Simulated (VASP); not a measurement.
A run of VASP 6.6.1:

File INCAR:

```
SYSTEM = BN
PREC = Accurate
ENCUT = 520
EDIFF = 1E-6
ISMEAR = 0
SIGMA = 0.01
LREAL = .FALSE.
LASPH = .TRUE.
NELM = 80
ALGO = Normal
ISIF = 2
LWAVE = .FALSE.
LCHARG = .TRUE.
LELF = .TRUE.
LVHAR = .TRUE.
NBANDS = 16
```

Contents of KPOINTS:

```
regular mesh
0
G
  10 10 4
  0 0 0
```

File POSCAR:

```
BN
1.0
    2.5043517174      0.0000000000      0.0000000000
   -1.2521758587      2.1688322073      0.0000000000
    0.0000000000      0.0000000000      7.0161531266
B N
2 2
Direct
    0.3333333333      0.6666666667      0.2500000000
    0.6666666667      0.3333333333      0.7500000000
    0.3333333333      0.6666666667      0.7500000000
    0.6666666667      0.3333333333      0.2500000000
```

Potentials or basis: VASP PAW LDA potentials, release 64 (B, N).

Run with:

```console
$ cat potpaw_LDA.64/B/POTCAR potpaw_LDA.64/N/POTCAR > POTCAR
$ mpirun -np 1 vasp_std > vasp.out
```

Hardware: 1 thread of Intel(R) Xeon(R) 6975P-C (Granite Rapids), with other jobs on the host.

**Question.** How long does it take, and how much memory?

**Answer.** Wall time 10 s on 1 thread of Intel(R) Xeon(R) 6975P-C (Granite Rapids), with other jobs on the host, peak memory 0.14 GiB. Counts: scf iterations 12, k points 42.
